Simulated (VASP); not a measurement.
**Fe: single point with PBE**

Crystal: Fe.

```
Fe
1.0
    -1.36382    1.41578    1.41578
     1.36382   -1.41578    1.41578
     1.36382    1.41578   -1.41578
Fe
1
Direct
  0.00000 0.00000 0.00000
```

This cell differs from its parent crystal: normal strain along x -0.0367, normal strain along z +0.0000.

* Program: VASP 6.6.1
* Task: single point
* Functional: PBE
* Potentials or basis: VASP PAW PBE potentials, release 64 (Fe)
* Cutoff: 520 eV
* k mesh: 10 × 10 × 10
* Occupations: gaussian, width 0.15 eV
* Spin: collinear spin, ferromagnetic start
* Starting moments: [2.44] μB
* Dipole correction: no
* Further INCAR settings: ALGO = Normal; EDIFF = 1e-06; NBANDS = 14

* Pressure: 7.7 GPa
* Net moment: 2.12 μB per cell
* Site moments: Fe +2.11 μB
* Valence electrons inside the program's atomic spheres: Fe 7.35

Stress tensor (GPa, compression positive):
```
12.73  0.00  0.00
 0.00  5.17  0.00
 0.00  0.00  5.17
```

Levels at points of the mesh, in eV from the Fermi level:
Spin up:
| k point | band 2 | band 3 | band 4 | band 5 | band 6 | band 7 | band 8 | band 9 |
| --- | --- | --- | --- | --- | --- | --- | --- | --- |
| (0.00, 0.00, 0.00) | -2.57 | -2.35 | -2.35 | -1.25 | -1.05 | 25.04 | 25.04 | 25.97 |
| (0.50, 0.00, 0.00) | -3.39 | -1.22 | -1.03 | 0.25 | 0.39 | 7.39 | 19.21 | 21.64 |
| (0.00, 0.50, 0.00) | -3.67 | -1.09 | -0.79 | 0.43 | 0.58 | 7.80 | 18.39 | 20.39 |
| (0.50, 0.50, 0.50) | -5.08 | 0.11 | 0.11 | 0.18 | 9.68 | 9.68 | 11.18 | 15.60 |
Spin down:
```
           k point  band 1  band 2  band 3  band 4  band 5  band 6  band 7  band 8
(0.00, 0.00, 0.00)   -8.55   -0.78   -0.48   -0.48    1.39    1.70   24.79   24.79
(0.50, 0.00, 0.00)   -3.95   -1.70    0.34    1.20    1.76    2.55    8.73   19.20
(0.00, 0.50, 0.00)   -3.94   -2.04    0.69    1.47    1.91    2.57    9.13   18.45
(0.50, 0.50, 0.50)   -3.41   -3.31    2.24    2.24    2.27    9.93    9.93   11.45
```

Run time: 19 s on 1 thread of Intel(R) Xeon(R) Platinum 8488C (Sapphire Rapids), with other jobs on the host, peak memory 0.14 GiB.

Caveat: the cell differs from its parent crystal (normal strain along x -0.0367, normal strain along z +0.0000).
